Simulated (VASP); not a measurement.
# CsIr3 (Pm-3m) in VASP: further runs

Runs on CsIr3. Level: PBE. Tasks: single point, relaxation of cell and atoms.

All numbers are computed with VASP 6.6.1; they aren't measurements. Logs are shortened: lines on timing, memory, paths and dates and some standing lists are left out, and cuts for length are marked.

### Step 1. The cell of the first run

Symmetry: Pm-3m, No. 221, cubic system. Conventional cell: a = 4.178 Å, b = 4.178 Å, c = 4.178 Å, α = 90.00°, β = 90.00°, γ = 90.00°. Ir (site symmetry 4/mmm) has 8 Ir at 2.95 Å and 4 Cs at 2.95 Å within 3.9 Å. Cs (site symmetry m-3m) has 12 Ir at 2.95 Å within 3.9 Å.

### Step 2. Single point, PBE

Contents of INCAR:

```
SYSTEM = CsIr3
ALGO     = Normal         ! electronic algorithm
EDIFF    = 1E-6           ! SCF threshold, eV
ENCUT    = 500            ! plane-wave cutoff, eV
GGA      = PE             ! functional
GGA_COMPAT= .FALSE.      
ISIF     = 2              ! what is computed and relaxed
ISMEAR   = 0              ! smearing method
LASPH    = .TRUE.         ! aspherical terms in the spheres
LCHARG   = .FALSE.        ! write CHGCAR
LREAL    = .FALSE.        ! projectors in reciprocal space
LWAVE    = .FALSE.        ! write WAVECAR
NBANDS   = 26             ! bands
NELM     = 120            ! most SCF steps
PREC     = Accurate       ! precision mode
SIGMA    = 0.162          ! smearing width, eV
```

Contents of KPOINTS:

```
k-points
0
G
  8 8 8
  0 0 0
```

Contents of POSCAR:

```
CsIr3
1.0
    4.1781274585      0.0000000000      0.0000000000
    0.0000000000      4.1781274585      0.0000000000
    0.0000000000      0.0000000000      4.1781274585
Ir Cs
3 1
Direct
    0.0000000000      0.5000000000      0.5000000000
    0.5000000000      0.0000000000      0.5000000000
    0.5000000000      0.5000000000      0.0000000000
    0.0000000000      0.0000000000      0.0000000000
```

Potentials or basis: VASP PAW PBE potentials, release 64 (Ir, Cs_sv).

Launch:

```
> cat potpaw_PBE.64/Ir/POTCAR potpaw_PBE.64/Cs_sv/POTCAR > POTCAR
> mpirun -np 1 vasp_std > vasp.out
```

OUTCAR:

```text
SYSTEM = CsIr3
   EDIFF = 1E-6
   ENCUT = 500
   GGA = PE
   ISIF = 2
   ISMEAR = 0
   LASPH = .TRUE.
   LREAL = .FALSE.
   NELM = 120
   PREC = Accurate

 ion  position               nearest neighbor table
   1  0.000  0.500  0.500-   2 2.95   3 2.95   4 2.95   3 2.95   4 2.95   2 2.95   4 2.95   4 2.95
                             2 2.95   3 2.95   3 2.95   2 2.95
   2  0.500  0.000  0.500-   1 2.95   3 2.95   4 2.95   3 2.95   4 2.95   1 2.95   3 2.95   3 2.95
                             1 2.95   4 2.95   4 2.95   1 2.95
   3  0.500  0.500  0.000-   1 2.95   2 2.95   4 2.95   1 2.95   2 2.95   2 2.95   4 2.95   2 2.95
                             1 2.95   4 2.95   1 2.95   4 2.95
   4  0.000  0.000  0.000-   1 2.95   2 2.95   3 2.95   1 2.95   2 2.95   1 2.95   3 2.95   1 2.95
                             2 2.95   3 2.95   2 2.95   3 2.95

  LATTYP: Found a simple cubic cell.
 ALAT       =     4.1781274585

  Lattice vectors:

 A1 = (   4.1781274585,   0.0000000000,   0.0000000000)
 A2 = (   0.0000000000,   4.1781274585,   0.0000000000)
 A3 = (   0.0000000000,   0.0000000000,   4.1781274585)

Analysis of symmetry for initial positions (statically):
=====================================================================
 Subroutine PRICEL returns:
 Original cell was already a primitive cell.

 Routine SETGRP: Setting up the symmetry group for a
 simple cubic supercell.

 Subroutine GETGRP returns: Found 48 space group operations
 (whereof 48 operations were pure point group operations)
 out of a pool of 48 trial point group operations.

The static configuration has the point symmetry O_h .

Analysis of symmetry for dynamics (positions and initial velocities):
=====================================================================
 Subroutine PRICEL returns:
 Original cell was already a primitive cell.

 Routine SETGRP: Setting up the symmetry group for a
 simple cubic supercell.

 Subroutine GETGRP returns: Found 48 space group operations
 (whereof 48 operations were pure point group operations)
 out of a pool of 48 trial point group operations.

The dynamic configuration has the point symmetry O_h .

 Subroutine INISYM returns: Found 48 space group operations
 (whereof 48 operations are pure point group operations),
 and found     1 'primitive' translations

----------------------------------------------------------------------------------------

                                     Primitive cell

  volume of cell :      72.9365

  direct lattice vectors                    reciprocal lattice vectors
     4.178127458  0.000000000  0.000000000     0.239341669  0.000000000  0.000000000
     0.000000000  4.178127458  0.000000000     0.000000000  0.239341669  0.000000000
     0.000000000  0.000000000  4.178127458     0.000000000  0.000000000  0.239341669

  length of vectors
     4.178127458  4.178127458  4.178127458     0.239341669  0.239341669  0.239341669

  position of ions in fractional coordinates (direct lattice)
     0.000000000  0.500000000  0.500000000
     0.500000000  0.000000000  0.500000000
     0.500000000  0.500000000  0.000000000
     0.000000000  0.000000000  0.000000000

  ion indices of the primitive-cell ions
   primitive index   ion index
                 1           1
                 2           2
                 3           3
                 4           4

----------------------------------------------------------------------------------------

 KPOINTS: k-points

Automatic generation of k-mesh.
 Grid dimensions read from file:
 generate k-points for:    8    8    8

 Generating k-lattice:

  Cartesian coordinates                     Fractional coordinates (reciprocal lattice)
     0.029917709  0.000000000  0.000000000     0.125000000  0.000000000  0.000000000
     0.000000000  0.029917709  0.000000000     0.000000000  0.125000000  0.000000000
     0.000000000  0.000000000  0.029917709     0.000000000  0.000000000  0.125000000

  Length of vectors
     0.029917709  0.029917709  0.029917709

  Shift w.r.t. Gamma in fractional coordinates (k-lattice)
     0.000000000  0.000000000  0.000000000

 Subroutine IBZKPT returns following result:
 ===========================================

 Found     35 irreducible k-points:

 Following reciprocal coordinates:
            Coordinates               Weight
  0.000000  0.000000  0.000000      1.000000
  0.125000  0.000000  0.000000      6.000000
  0.250000  0.000000  0.000000      6.000000
  0.375000  0.000000  0.000000      6.000000
  0.500000  0.000000  0.000000      3.000000
  0.125000  0.125000  0.000000     12.000000
[... 16 lines left out ...]
  0.375000  0.375000  0.125000     24.000000
  0.500000  0.375000  0.125000     24.000000
 [... further k-points ...]
   k-points           NKPTS =     35   k-points in BZ     NKDIM =     35   number of bands    NBANDS=     26
   number of dos      NEDOS =    301   number of ions     NIONS =      4
   total plane-waves  NPLWV =  27000
   dimension x,y,z NGX =    30 NGY =   30 NGZ =   30
   dimension x,y,z NGXF=    60 NGYF=   60 NGZF=   60
   ions per type =               3   1
   NGX,Y,Z   is equivalent  to a cutoff of  11.94, 11.94, 11.94 a.u.
   NGXF,Y,Z  is equivalent  to a cutoff of  23.87, 23.87, 23.87 a.u.
 SYSTEM =  CsIr3
   PREC   = accura    normal or accurate (medium, high low for compatibility)
   ISTART =      0    job   : 0-new  1-cont  2-samecut
   ICHARG =      2    charge: 1-file 2-atom 10-const
   ISPIN  =      1    spin polarized calculation?
   LNONCOLLINEAR =      F non collinear calculations
   LSORBIT =      F    spin-orbit coupling
   LASPH  =      T    aspherical Exc in radial PAW
   ENCUT  =  500.0 eV  36.75 Ry    6.06 a.u.   7.62  7.62  7.62*2*pi/ulx,y,z
   NELM   =    120;   NELMIN=  2; NELMDL= -5     # of ELM steps
   EDIFF  = 0.1E-05   stopping-criterion for ELM
   LREAL  =      F    real-space projection
   EDIFFG = 0.1E-04   stopping-criterion for IOM
   NSW    =      0    number of steps for IOM
   IBRION =     -1    ionic relax: 0-MD 1-quasi-New 2-CG
   NFREE  =      0    steps in history (QN), initial steepest desc. (CG)
   ISIF   =      2    stress and relaxation
   ISYM   =      2    0-nonsym 1-usesym 2-fastsym
   POTIM  = 0.5000    time-step for ionic-motion
   TEBEG  =    0.0;   TEEND  =   0.0 temperature during run
   PSTRESS=    0.0 pullay stress
   NELECT =      36.0000    total number of electrons
   NUPDOWN=      -1.0000    fix difference up-down
   EMIN   =  10.00;   EMAX   =-10.00  energy-range for DOS
   EFERMI =   0.00;   METHOD = LEGACY
   ISMEAR =     0;   SIGMA  =   0.16  broadening in eV -4-tet -1-fermi 0-gaus
   EFERMI_NEDOS =   21; number of points for ismear=-14 and -15
   IALGO  =     38    algorithm
   IMIX   =      4    mixing-type and parameters
     AMIX     =   0.40;   BMIX     =  1.00
     AMIX_MAG =   1.60;   BMIX_MAG =  1.00
  volume/ion in A,a.u.               =      18.23       123.05
  Fermi-wavevector in a.u.,A,eV,Ry     =   1.293781  2.444891 22.774361  1.673868
  Thomas-Fermi vector in A             =   2.425405
   LORBIT       =      0    0 simple, 1 ext, 2 COOP (PROOUT), +10 PAW based schemes
   GGA     = PE    functional components
   LHFCALC =     F    Hartree Fock is set to
   AEXX    =    0.0000 exact exchange contribution
   IVDW    =     0    specifies the selected vdW correction
   LEPSILON=     F    determine dielectric tensor
   LRPA    =     F    only Hartree local field effects (RPA)
 non-spin polarized calculation
 Gauss-broadening in eV      SIGMA  =   0.16
  energy-cutoff  :      500.00
  volume of cell :       72.94
 maximum number of plane-waves:      1863
   NGX = 15   NGY = 15   NGZ = 15

 number of electron      36.0000002 magnetization

 Free energy of the ion-electron system (eV)
  ---------------------------------------------------
  ext. energy  EPLUGINS =         0.00000000
  ---------------------------------------------------
  free energy    TOTEN  =       -20.00074823 eV

  energy without entropy =      -19.90655093  energy(sigma->0) =      -19.95364958

 E-fermi :   6.8896     XC(G=0): -12.5873

 val. band max:        6.8859787513   @ k =   0.2500   0.2500   0.0000
 cond. band min:       6.8899108373   @ k =   0.5000   0.1250   0.0000
 fundamental gap:      0.0039320860
 Fermi energy:         6.8895544334

 k-point     1 :       0.0000    0.0000    0.0000
  band No.  band energies     occupation
      1     -14.5882      2.00000
      2      -1.4226      2.00000
      3      -1.4226      2.00000
      4      -1.4226      2.00000
      5       0.2494      2.00000
      6       2.0972      2.00000
[... 18 lines left out ...]
     25      12.4750      0.00000
     26      16.6845      0.00000

 k-point     2 :       0.1250    0.0000    0.0000
  band No.  band energies     occupation
      1     -14.5623      2.00000
      2      -1.9339      2.00000
      3      -1.4997      2.00000
      4      -1.4997      2.00000
      5       0.5723      2.00000
      6       2.2537      2.00000
[... 18 lines left out ...]
     25      13.7641      0.00000
     26      15.5740      0.00000

 k-point     3 :       0.2500    0.0000    0.0000
  band No.  band energies     occupation
      1     -14.4984      2.00000
      2      -2.7591      2.00000
      3      -1.6685      2.00000
      4      -1.6685      2.00000
      5       1.1641      2.00000
      6       2.6970      2.00000
[... 18 lines left out ...]
     25      14.1545      0.00000
     26      14.8333      0.00000

 k-point     4 :       0.3750    0.0000    0.0000
  band No.  band energies     occupation
      1     -14.4325      2.00000
      2      -3.3672      2.00000
      3      -1.8182      2.00000
      4      -1.8182      2.00000
      5       1.8462      2.00000
      6       3.0537      2.00000
[... 18 lines left out ...]
     25      13.2493      0.00000
     26      15.3100      0.00000

 k-point     5 :       0.5000    0.0000    0.0000
  band No.  band energies     occupation
      1     -14.4046      2.00000
      2      -3.5858      2.00000
      3      -1.8758      2.00000
      4      -1.8758      2.00000
      5       2.2342      2.00000
      6       3.1726      2.00000
[... 18 lines left out ...]
     25      12.9323      0.00000
     26      15.4166      0.00000

 k-point     6 :       0.1250    0.1250    0.0000
  band No.  band energies     occupation
      1     -14.5381      2.00000
      2      -2.1188      2.00000
      3      -1.7602      2.00000
      4      -1.5694      2.00000
      5       0.8234      2.00000
      6       2.3921      2.00000
[... 427 lines left out ...]
 k-point    21 :       0.3750    0.2500    0.1250
  band No.  band energies     occupation
      1     -14.3734      2.00000
      2      -3.0940      2.00000
      3      -2.4630      2.00000
      4      -2.0008      2.00000
      5       2.3183      2.00000
      6       3.1328      2.00000
[... 18 lines left out ...]
     25      13.1625      0.00000
     26      15.6545      0.00000

 k-point    22 :       0.5000    0.2500    0.1250
  band No.  band energies     occupation
      1     -14.3548      2.00000
      2      -3.2056      2.00000
      3      -2.5012      2.00000
      4      -2.0135      2.00000
      5       2.5725      2.00000
      6       3.4686      2.00000
[... 18 lines left out ...]
     25      13.3162      0.00000
     26      15.6951      0.00000

 k-point    23 :       0.3750    0.3750    0.1250
  band No.  band energies     occupation
      1     -14.3415      2.00000
      2      -2.9686      2.00000
      3      -2.7087      2.00000
      4      -2.0782      2.00000
      5       2.5637      2.00000
      6       3.0787      2.00000
[... 18 lines left out ...]
     25      12.8641      0.00000
     26      15.2114      0.00000

 k-point    24 :       0.5000    0.3750    0.1250
  band No.  band energies     occupation
      1     -14.3282      2.00000
      2      -2.9649      2.00000
      3      -2.7563      2.00000
      4      -2.1032      2.00000
      5       2.6453      2.00000
      6       3.2000      2.00000
[... 18 lines left out ...]
     25      12.9958      0.00000
     26      14.9452      0.00000

 [... further k-points ...]
[... 5 lines left out ...]
  --------------------------------------------------------------------------------------
  -------------------------------------------------------------------------------------
  Total        1.0810404      1.0810404      1.0810404     -0.0000000     -0.0000000      0.0000000
  in kB       23.7469292     23.7469292     23.7469292     -0.0000000     -0.0000000      0.0000000
  external PRESSURE =      23.7469292 kB  Pullay stress =       0.0000000 kB

 VOLUME and BASIS-vectors are now :
 -----------------------------------------------------------------------------
  energy-cutoff  :      500.00
  volume of cell :       72.94
      direct lattice vectors                 reciprocal lattice vectors
     4.178127458  0.000000000  0.000000000     0.239341669  0.000000000  0.000000000
     0.000000000  4.178127458  0.000000000     0.000000000  0.239341669  0.000000000
     0.000000000  0.000000000  4.178127458     0.000000000  0.000000000  0.239341669

 POSITION                                       TOTAL-FORCE (eV/Angst)
 -----------------------------------------------------------------------------------
      0.00000      2.08906      2.08906         0.000000      0.000000      0.000000
      2.08906      0.00000      2.08906         0.000000      0.000000      0.000000
      2.08906      2.08906      0.00000         0.000000      0.000000      0.000000
      0.00000      0.00000      0.00000         0.000000      0.000000      0.000000
 -----------------------------------------------------------------------------------
    total drift:                                0.000000      0.000000     -0.000000

  FREE ENERGIE OF THE ION-ELECTRON SYSTEM (eV)
  ---------------------------------------------------
  free  energy   TOTEN  =       -20.0007482285 eV

  energy  without entropy=      -19.9065509282  energy(sigma->0) =      -19.95364958
```

It took 86 s on 1 thread of Intel Xeon 8259CL, shared host; peak memory 0.2 GiB.

Results:

```
Free energy            : -20.0007 eV
Pressure               : 2.4 GPa
Band gap on the k mesh : zero (bands 18 and 19 overlap by 1.56 eV)
```

Caveat: spin-orbit coupling is left out, which moves the levels of the heavy elements.

### Step 3. Relaxation of cell and atoms, PBE

This run uses another cell than the first one, of 22.09 Å³/atom.

Contents of INCAR:

```
SYSTEM = CsIr3
PREC = Accurate
ENCUT = 500
EDIFF = 1E-7
ISMEAR = 0
SIGMA = 0.162
LREAL = .FALSE.
LASPH = .TRUE.
NELM = 120
ALGO = Normal
ISIF = 3
LWAVE = .FALSE.
LCHARG = .FALSE.
GGA = PE
IBRION = 2
NSW = 80
EDIFFG = -0.01
GGA_COMPAT = .FALSE.
NELMIN = 4
```

Contents of KPOINTS:

```
Automatic mesh
0
G
  8 8 8
  0 0 0
```

Contents of POSCAR:

```
CsIr3
1.0
    4.4537760000      0.0000000000      0.0000000000
    0.0000000000      4.4537760000      0.0000000000
    0.0000000000      0.0000000000      4.4537760000
Ir Cs
3 1
Direct
    0.0000000000      0.5000000000      0.5000000000
    0.5000000000      0.0000000000      0.5000000000
    0.5000000000      0.5000000000      0.0000000000
    0.0000000000      0.0000000000      0.0000000000
```

Potentials or basis: VASP PAW PBE potentials, release 64 (Ir, Cs_sv).

Launch:

```
> cat potpaw_PBE.64/Ir/POTCAR potpaw_PBE.64/Cs_sv/POTCAR > POTCAR
> mpirun -np 1 vasp_std > vasp.out
```

Run time: 5.7 min. Hardware: 1 thread of Intel Xeon 8259CL, shared host; peak memory 0.23 GiB.

It converged, with:

- Free energy: -20.0145 eV
- Relaxed volume: 18.56 Å³/atom
- Relaxed cell: a = 4.203 Å, b = 4.203 Å, c = 4.203 Å, α = 90.00°, β = 90.00°, γ = 90.00°
- Space group after relaxing (to 0.1 Å): Pm-3m (No. 221)
- Energy gained by relaxing: 180.1 meV/atom
- Ionic steps: 6
- Pressure after relaxing: 0.0 GPa
- Band gap on the k mesh: zero (bands 18 and 19 overlap by 1.52 eV)

Step by step:
```
step  energy change (eV)  largest force (eV/Å)  pressure (GPa)  volume (Å³)
   1              0.0000                0.0000          -13.42        88.35
   2             -0.3302                0.0000           18.82        66.74
   3             -0.7202                0.0000           -0.36        74.47
   4             -0.7204                0.0000            0.09        74.21
   5             -0.7204                0.0000           -0.09        74.31
   6             -0.7204                0.0000            0.01        74.25
```

Final structure:
```
CELL_PARAMETERS angstrom
4.20315 0.00000 0.00000
0.00000 4.20315 0.00000
0.00000 0.00000 4.20315
ATOMIC_POSITIONS crystal
Ir 0.00000 0.50000 0.50000
Ir 0.50000 0.00000 0.50000
Ir 0.50000 0.50000 0.00000
Cs 0.00000 0.00000 0.00000
```

Levels at points of the mesh, in eV from the Fermi level:
| k point | band 14 | band 15 | band 16 | band 17 | band 18 | band 19 | band 20 | band 21 | band 22 |
| --- | --- | --- | --- | --- | --- | --- | --- | --- | --- |
| (0.00, 0.00, 0.00) | -1.42 | 0.03 | 0.03 | 0.91 | 1.34 | 1.34 | 1.34 | 4.71 | 4.71 |
| (0.50, 0.00, 0.00) | -1.65 | -1.21 | -0.97 | -0.16 | -0.16 | 0.20 | 0.88 | 1.34 | 4.04 |
| (0.50, 0.50, 0.00) | -1.42 | -1.30 | -0.58 | -0.50 | 0.02 | 0.02 | 0.10 | 1.01 | 3.37 |
| (0.50, 0.50, 0.50) | -1.50 | -0.87 | -0.87 | -0.01 | 0.95 | 0.95 | 0.95 | 3.67 | 3.67 |

Caveat: the volume moved by over 15 % at a fixed basis, so the end points are rough; spin-orbit coupling is left out, which moves the levels of the heavy elements.
